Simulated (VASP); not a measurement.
# TiC (R-3m) in VASP: further runs

TiC is run at these levels: PBEsol; tasks: single point.

All numbers are computed with VASP 6.6.1; they aren't measurements. Logs are shortened: lines on timing, memory, paths and dates and some standing lists are left out, and cuts for length are marked.

## 1. The cell of the first run

It takes space group R-3m (No. 166, trigonal). Conventional cell: a = 3.091 Å, b = 3.091 Å, c = 7.346 Å, α = 90.00°, β = 90.00°, γ = 120.00°. Within 2.9 Å of Ti (site symmetry -3m) lie 6 C at 2.16 Å. C (site symmetry -3m) has 6 Ti at 2.16 Å within 2.9 Å.

## 2. Single point, PBEsol (equal xy, yz and zx shear strains of -2 %)

The input, INCAR:

```
  PREC = Accurate
  ENCUT = 520
  EDIFF = 1E-6
  ISMEAR = -1
  SIGMA = 0.03
  LREAL = F
  LASPH = T
  NELM = 80
  ALGO = Normal
  ISIF = 2
  LWAVE = F
  LCHARG = F
  GGA = PS
  NBANDS = 15
```

The input, KPOINTS:

```
Automatic mesh
0
Gamma
  16 16 16
```

The input, POSCAR:

```
TiC
1.0
   -0.0432800000      2.1423600000      2.1423600000
    2.1423600000     -0.0432800000      2.1423600000
    2.1423600000      2.1423600000     -0.0432800000
Ti C
1 1
Direct
    0.0000000000      0.0000000000      0.0000000000
    0.5000000000      0.5000000000      0.5000000000
```

Potentials or basis: VASP PAW PBE potentials, release 64 (Ti_sv, C).

Started as:

```console
cat potpaw_PBE.64/Ti_sv/POTCAR potpaw_PBE.64/C/POTCAR > POTCAR
mpirun -np 1 vasp_std > vasp.out
```

OUTCAR:

```text
PREC = Accurate
   ENCUT = 520
   EDIFF = 1E-6
   ISMEAR = -1
   LREAL = F
   LASPH = T
   NELM = 80
   ISIF = 2
   GGA = PS

 ion  position               nearest neighbor table
   1  0.000  0.000  0.000-   2 2.16   2 2.16   2 2.16   2 2.16   2 2.16   2 2.16
   2  0.500  0.500  0.500-   1 2.16   1 2.16   1 2.16   1 2.16   1 2.16   1 2.16

  LATTYP: Found a trigonal (rhomboedric) cell.
 ALAT       =     3.0300636788
 COS(alpha) =     0.4797000918

  Lattice vectors:

 A1 = (  -0.0432800000,   2.1423600000,   2.1423600000)
 A2 = (   2.1423600000,  -0.0432800000,   2.1423600000)
 A3 = (   2.1423600000,   2.1423600000,  -0.0432800000)

Analysis of symmetry for initial positions (statically):
=====================================================================
 Subroutine PRICEL returns:
 Original cell was already a primitive cell.

 Routine SETGRP: Setting up the symmetry group for a
 trigonal (rhombohedral) supercell.

 Subroutine GETGRP returns: Found 12 space group operations
 (whereof 12 operations were pure point group operations)
 out of a pool of 12 trial point group operations.

The static configuration has the point symmetry D_3d.

Analysis of symmetry for dynamics (positions and initial velocities):
=====================================================================
 Subroutine PRICEL returns:
 Original cell was already a primitive cell.

 Routine SETGRP: Setting up the symmetry group for a
 trigonal (rhombohedral) supercell.

 Subroutine GETGRP returns: Found 12 space group operations
 (whereof 12 operations were pure point group operations)
 out of a pool of 12 trial point group operations.

The dynamic configuration has the point symmetry D_3d.

 Subroutine INISYM returns: Found 12 space group operations
 (whereof 12 operations are pure point group operations),
 and found     1 'primitive' translations

----------------------------------------------------------------------------------------

                                     Primitive cell

  volume of cell :      20.2615

  direct lattice vectors                    reciprocal lattice vectors
    -0.043280000  2.142360000  2.142360000    -0.226431599  0.231100291  0.231100291
     2.142360000 -0.043280000  2.142360000     0.231100291 -0.226431599  0.231100291
     2.142360000  2.142360000 -0.043280000     0.231100291  0.231100291 -0.226431599

  length of vectors
     3.030063679  3.030063679  3.030063679     0.397600249  0.397600249  0.397600249

  position of ions in fractional coordinates (direct lattice)
     0.000000000  0.000000000  0.000000000
     0.500000000  0.500000000  0.500000000

  ion indices of the primitive-cell ions
   primitive index   ion index
                 1           1
                 2           2

----------------------------------------------------------------------------------------

 KPOINTS: Automatic mesh

Automatic generation of k-mesh.
 Grid dimensions read from file:
 generate k-points for:   16   16   16

 Generating k-lattice:

  Cartesian coordinates                     Fractional coordinates (reciprocal lattice)
    -0.014151975  0.014443768  0.014443768     0.062500000 -0.000000000 -0.000000000
     0.014443768 -0.014151975  0.014443768    -0.000000000  0.062500000 -0.000000000
     0.014443768  0.014443768 -0.014151975    -0.000000000 -0.000000000  0.062500000

  Length of vectors
     0.024850016  0.024850016  0.024850016

  Shift w.r.t. Gamma in fractional coordinates (k-lattice)
     0.000000000  0.000000000  0.000000000

 Subroutine IBZKPT returns following result:
 ===========================================

 Found    417 irreducible k-points:

 Following reciprocal coordinates:
            Coordinates               Weight
  0.000000  0.000000  0.000000      1.000000
  0.062500 -0.000000 -0.000000      6.000000
  0.125000 -0.000000 -0.000000      6.000000
  0.187500  0.000000  0.000000      6.000000
  0.250000 -0.000000 -0.000000      6.000000
  0.312500 -0.000000 -0.000000      6.000000
[... 16 lines left out ...]
 -0.125000  0.062500 -0.000000     12.000000
 -0.062500  0.062500  0.000000      6.000000
 [... further k-points ...]
   k-points           NKPTS =    417   k-points in BZ     NKDIM =    417   number of bands    NBANDS=     15
   number of dos      NEDOS =    301   number of ions     NIONS =      2
   total plane-waves  NPLWV =  13824
   dimension x,y,z NGX =    24 NGY =   24 NGZ =   24
   dimension x,y,z NGXF=    48 NGYF=   48 NGZF=   48
   ions per type =               1   1
   NGX,Y,Z   is equivalent  to a cutoff of  13.17, 13.17, 13.17 a.u.
   NGXF,Y,Z  is equivalent  to a cutoff of  26.34, 26.34, 26.34 a.u.
 SYSTEM =  unknown system
   PREC   = accura    normal or accurate (medium, high low for compatibility)
   ISTART =      0    job   : 0-new  1-cont  2-samecut
   ICHARG =      2    charge: 1-file 2-atom 10-const
   ISPIN  =      1    spin polarized calculation?
   LNONCOLLINEAR =      F non collinear calculations
   LSORBIT =      F    spin-orbit coupling
   LASPH  =      T    aspherical Exc in radial PAW
   ENCUT  =  520.0 eV  38.22 Ry    6.18 a.u.   5.63  5.63  5.63*2*pi/ulx,y,z
   NELM   =     80;   NELMIN=  2; NELMDL= -5     # of ELM steps
   EDIFF  = 0.1E-05   stopping-criterion for ELM
   LREAL  =      F    real-space projection
   EDIFFG = 0.1E-04   stopping-criterion for IOM
   NSW    =      0    number of steps for IOM
   IBRION =     -1    ionic relax: 0-MD 1-quasi-New 2-CG
   NFREE  =      0    steps in history (QN), initial steepest desc. (CG)
   ISIF   =      2    stress and relaxation
   ISYM   =      2    0-nonsym 1-usesym 2-fastsym
   POTIM  = 0.5000    time-step for ionic-motion
   TEBEG  =    0.0;   TEEND  =   0.0 temperature during run
   PSTRESS=    0.0 pullay stress
   NELECT =      16.0000    total number of electrons
   NUPDOWN=      -1.0000    fix difference up-down
   EMIN   =  10.00;   EMAX   =-10.00  energy-range for DOS
   EFERMI =   0.00;   METHOD = LEGACY
   ISMEAR =    -1;   SIGMA  =   0.03  broadening in eV -4-tet -1-fermi 0-gaus
   EFERMI_NEDOS =   21; number of points for ismear=-14 and -15
   IALGO  =     38    algorithm
   IMIX   =      4    mixing-type and parameters
     AMIX     =   0.40;   BMIX     =  1.00
     AMIX_MAG =   1.60;   BMIX_MAG =  1.00
  volume/ion in A,a.u.               =      10.13        68.37
  Fermi-wavevector in a.u.,A,eV,Ry     =   1.513182  2.859500 31.153547  2.289721
  Thomas-Fermi vector in A             =   2.623008
   LORBIT       =      0    0 simple, 1 ext, 2 COOP (PROOUT), +10 PAW based schemes
   GGA     = PS    functional components
   LHFCALC =     F    Hartree Fock is set to
   AEXX    =    0.0000 exact exchange contribution
   IVDW    =     0    specifies the selected vdW correction
   LEPSILON=     F    determine dielectric tensor
   LRPA    =     F    only Hartree local field effects (RPA)
 non-spin polarized calculation
  energy-cutoff  :      520.00
  volume of cell :       20.26
 maximum number of plane-waves:       556
   NGX = 11   NGY = 11   NGZ = 11

 number of electron      16.0000000 magnetization

 Free energy of the ion-electron system (eV)
  ---------------------------------------------------
  ext. energy  EPLUGINS =         0.00000000
  ---------------------------------------------------
  free energy    TOTEN  =       -19.78191600 eV

  energy without entropy =      -19.78120260  energy(sigma->0) =      -19.78155930

 E-fermi :   9.3287     XC(G=0): -12.8744

 val. band max:        9.3188519851   @ k =   0.3750   0.3750   0.0625
 cond. band min:       9.3622525456   @ k =   0.1250   0.1250  -0.0000
 fundamental gap:      0.0434005605
 Fermi energy:         9.3287109312

 k-point     1 :       0.0000    0.0000    0.0000
  band No.  band energies     occupation
      1     -46.9882      2.00000
      2     -23.1201      2.00000
      3     -23.1201      2.00000
      4     -23.0978      2.00000
      5      -3.0484      2.00000
      6       9.8957      0.00000
      7       9.8957      0.00000
      8      10.1904      0.00000
      9      10.9619      0.00000
     10      10.9619      0.00000
     11      11.0749      0.00000
     12      11.0749      0.00000
     13      11.2025      0.00000
     14      19.8533      0.00000
     15      23.2838      0.00000

 k-point     2 :       0.0625   -0.0000   -0.0000
  band No.  band energies     occupation
      1     -46.9854      2.00000
      2     -23.1387      2.00000
      3     -23.1217      2.00000
      4     -23.1013      2.00000
      5      -2.9599      2.00000
      6       9.4837      0.01133
      7       9.6919      0.00001
      8       9.9620      0.00000
      9      10.3470      0.00000
     10      10.4576      0.00000
     11      11.2265      0.00000
     12      12.0236      0.00000
     13      12.1252      0.00000
     14      20.0109      0.00000
     15      23.3237      0.00000

 k-point     3 :       0.1250   -0.0000   -0.0000
  band No.  band energies     occupation
      1     -46.9775      2.00000
      2     -23.1943      2.00000
      3     -23.1260      2.00000
      4     -23.1081      2.00000
      5      -2.7002      2.00000
      6       8.6179      2.00000
      7       8.9625      1.99999
      8       9.1970      1.97552
      9      10.3836      0.00000
     10      10.5424      0.00000
     11      11.5691      0.00000
     12      13.0952      0.00000
     13      13.1684      0.00000
     14      20.3930      0.00000
     15      23.3547      0.00000
[... 343 lines left out ...]
 k-point    23 :      -0.1250    0.0625   -0.0000
  band No.  band energies     occupation
      1     -46.9720      2.00000
      2     -23.2254      2.00000
      3     -23.1415      2.00000
      4     -23.1086      2.00000
      5      -2.5095      2.00000
      6       8.1562      2.00000
      7       8.5866      2.00000
      8       8.7170      2.00000
      9      10.3845      0.00000
     10      10.9039      0.00000
     11      11.9066      0.00000
     12      12.9464      0.00000
     13      14.1059      0.00000
     14      20.6547      0.00000
     15      23.3398      0.00000

 k-point    24 :      -0.0625    0.0625    0.0000
  band No.  band energies     occupation
      1     -46.9811      2.00000
      2     -23.1655      2.00000
      3     -23.1302      2.00000
      4     -23.1031      2.00000
      5      -2.8167      2.00000
      6       9.0514      1.99981
      7       9.1876      1.98206
      8       9.4049      0.14642
      9      10.1983      0.00000
     10      10.7551      0.00000
     11      11.6209      0.00000
     12      12.1365      0.00000
     13      13.0736      0.00000
     14      20.2528      0.00000
     15      23.3599      0.00000

 [... further k-points ...]

------------------------ aborting loop because EDIFF is reached ----------------------------------------

  FORCE on cell =-STRESS in cart. coord.  units (eV):
  Direction    XX          YY          ZZ          XY          YZ          ZX
  --------------------------------------------------------------------------------------
  -------------------------------------------------------------------------------------
  Total       -0.7370488     -0.7370488     -0.7370488      0.3949095      0.3949095      0.3949095
  in kB      -58.2822428    -58.2822428    -58.2822428     31.2275293     31.2275293     31.2275293
  external PRESSURE =     -58.2822428 kB  Pullay stress =       0.0000000 kB

 VOLUME and BASIS-vectors are now :
 -----------------------------------------------------------------------------
  energy-cutoff  :      520.00
  volume of cell :       20.26
      direct lattice vectors                 reciprocal lattice vectors
    -0.043280000  2.142360000  2.142360000    -0.226431599  0.231100291  0.231100291
     2.142360000 -0.043280000  2.142360000     0.231100291 -0.226431599  0.231100291
     2.142360000  2.142360000 -0.043280000     0.231100291  0.231100291 -0.226431599

 POSITION                                       TOTAL-FORCE (eV/Angst)
 -----------------------------------------------------------------------------------
      0.00000      0.00000      0.00000        -0.000000      0.000000     -0.000000
      2.12072      2.12072      2.12072         0.000000      0.000000      0.000000
 -----------------------------------------------------------------------------------
    total drift:                                0.000000     -0.000000     -0.000000

  FREE ENERGIE OF THE ION-ELECTRON SYSTEM (eV)
  ---------------------------------------------------
  free  energy   TOTEN  =       -19.7819160016 eV

  energy  without entropy=      -19.7812026008  energy(sigma->0) =      -19.78155930
```

It took 85 s on 1 thread of Intel Xeon Platinum 8375C at 2.90GHz (Ice Lake), shared host; peak memory 0.24 GiB.

Results:

| Item | Value |
| --- | --- |
| Free energy | -19.7819 eV |
| Pressure | -5.8 GPa |
| Band gap on the k mesh | zero (band 8 reaches 10.19 eV, above the bottom of band 9 at 9.06 eV) |

Caveat: the cell differs from its parent crystal (equal xy, yz and zx shear strains of -2 %); the PAW data sets were made with another functional, which shifts forces and pressure a little.

## 3. Single point, PBEsol (equal xy, yz and zx shear strains of +1 %)

The input, INCAR:

```
SYSTEM = TiC
ALGO     = Normal         ! electronic algorithm
EDIFF    = 1E-7           ! SCF threshold, eV
ENCUT    = 520            ! plane-wave cutoff, eV
GGA      = PS             ! functional
ISIF     = 2              ! what is computed and relaxed
ISMEAR   = -1             ! smearing method
LASPH    = .True.         ! aspherical terms in the spheres
LCHARG   = .False.        ! write CHGCAR
LREAL    = .False.        ! projectors in reciprocal space
LWAVE    = .False.        ! write WAVECAR
NBANDS   = 15             ! bands
NELM     = 100            ! most SCF steps
PREC     = Accurate       ! precision mode
SIGMA    = 0.03           ! smearing width, eV
```

The input, KPOINTS:

```
k-points
0
Gamma
  16 16 16
  0 0 0
```

The input, POSCAR:

```
TiC
1.0
    0.0216400000      2.1748200000      2.1748200000
    2.1748200000      0.0216400000      2.1748200000
    2.1748200000      2.1748200000      0.0216400000
Ti C
1 1
Direct
    0.0000000000      0.0000000000      0.0000000000
    0.5000000000      0.5000000000      0.5000000000
```

Potentials or basis: VASP PAW PBE potentials, release 64 (Ti_sv, C).

Started as:

```console
cat potpaw_PBE.64/Ti_sv/POTCAR potpaw_PBE.64/C/POTCAR > POTCAR
mpirun -np 1 vasp_std > vasp.out
```

Run time: 93 s. Hardware: 1 thread of Intel Xeon Platinum 8375C at 2.90GHz (Ice Lake), shared host; peak memory 0.24 GiB.

Results (log left out):

* Free energy: -19.7905 eV
* Pressure: -5.9 GPa
* Band gap on the k mesh: zero (band 8 reaches 10.04 eV, above the bottom of band 9 at 8.98 eV)

Stress tensor (GPa, compression positive):
```
-5.90 -1.61 -1.61
-1.61 -5.90 -1.61
-1.61 -1.61 -5.90
```

Levels at points of the mesh, in eV from the Fermi level:
| k point | band 6 | band 7 | band 8 | band 9 | band 10 | band 11 |
| --- | --- | --- | --- | --- | --- | --- |
| (0.00, 0.00, 0.00) | 0.58 | 0.72 | 0.72 | 1.63 | 1.74 | 1.74 |
| (0.50, 0.00, 0.00) | -5.88 | -2.99 | -2.85 | 2.89 | 3.00 | 4.16 |
| (0.50, 0.50, 0.00) | -3.44 | -1.67 | -0.08 | 0.05 | 2.75 | 3.54 |
| (0.50, 0.50, 0.50) | -5.88 | -2.81 | -2.81 | 2.90 | 2.90 | 4.06 |

Caveat: the cell differs from its parent crystal (equal xy, yz and zx shear strains of +1 %); the PAW data sets were made with another functional, which shifts forces and pressure a little.

## 4. Single point, PBEsol (equal xy, yz and zx shear strains of +3 %)

The input, INCAR:

```
SYSTEM = TiC
PREC     = Accurate       ! precision mode
ENCUT    = 520            ! plane-wave cutoff, eV
EDIFF    = 1E-7           ! SCF threshold, eV
ISMEAR   = -1             ! smearing method
SIGMA    = 0.03           ! smearing width, eV
LREAL    = .False.        ! projectors in reciprocal space
LASPH    = .True.         ! aspherical terms in the spheres
NELM     = 100            ! most SCF steps
ALGO     = Normal         ! electronic algorithm
ISIF     = 2              ! what is computed and relaxed
LWAVE    = .False.        ! write WAVECAR
LCHARG   = .False.        ! write CHGCAR
GGA      = PS             ! functional
NBANDS   = 15             ! bands
```

The input, KPOINTS:

```
Automatic mesh
0
Gamma
  16 16 16
  0 0 0
```

The input, POSCAR:

```
TiC
1.0
    0.0649200000      2.1964600000      2.1964600000
    2.1964600000      0.0649200000      2.1964600000
    2.1964600000      2.1964600000      0.0649200000
Ti C
1 1
Direct
    0.0000000000      0.0000000000      0.0000000000
    0.5000000000      0.5000000000      0.5000000000
```

Started as:

```console
cat potpaw_PBE.64/Ti_sv/POTCAR potpaw_PBE.64/C/POTCAR > POTCAR
mpirun -np 1 vasp_std > vasp.out
```

It took 90 s on 1 thread of Intel Xeon Platinum 8375C at 2.90GHz (Ice Lake), shared host; peak memory 0.24 GiB.

Results (log left out):

```yaml
Free_energy: -19.7657 eV
Pressure: -5.7 GPa
Band_gap_on_the_k_mesh: zero (band 8 reaches 10.13 eV, above the bottom of band 9 at 9.08 eV)
```

Stress tensor (GPa, compression positive):
```
-5.72 -5.20 -5.20
-5.20 -5.72 -5.20
-5.20 -5.20 -5.72
```

Levels at points of the mesh, in eV from the Fermi level:
```csv
k point,band 5,band 6,band 7,band 8,band 9,band 10,band 11,band 12
"(0.00, 0.00, 0.00)",-12.40,0.36,0.78,0.78,1.43,1.74,1.74,1.83
"(0.50, 0.00, 0.00)",-8.78,-5.90,-3.20,-2.79,2.73,3.10,4.23,8.03
"(0.50, 0.50, 0.00)",-10.08,-3.47,-1.70,-0.23,0.16,2.72,3.51,3.54
"(0.50, 0.50, 0.50)",-9.10,-5.92,-2.65,-2.65,2.81,2.81,3.90,8.08
```

Caveat: the cell differs from its parent crystal (equal xy, yz and zx shear strains of +3 %); the PAW data sets were made with another functional, which shifts forces and pressure a little.

## 5. Overview

| cell | gap on the mesh (eV) | pressure (GPa) |
| --- | --- | --- |
| a = 3.030 Å, angles 61.3°, 2 atoms | none | -5.8 |
| a = 3.076 Å, angles 59.3°, 2 atoms | none | -5.9 |
| a = 3.107 Å, angles 58.0°, 2 atoms | none | -5.7 |

Alike in all rows: task single point; level PBEsol; potentials or basis VASP PAW PBE potentials, release 64 (Ti_sv, C); no spin polarisation; k mesh 16 × 16 × 16; cutoff (eV) 520; smearing fermi-dirac 0.03 eV.

Caveats: the PAW data sets were made with another functional, which shifts forces and pressure a little.

Total energies depend on the potentials used, so only differences within one code and one set of settings carry meaning.
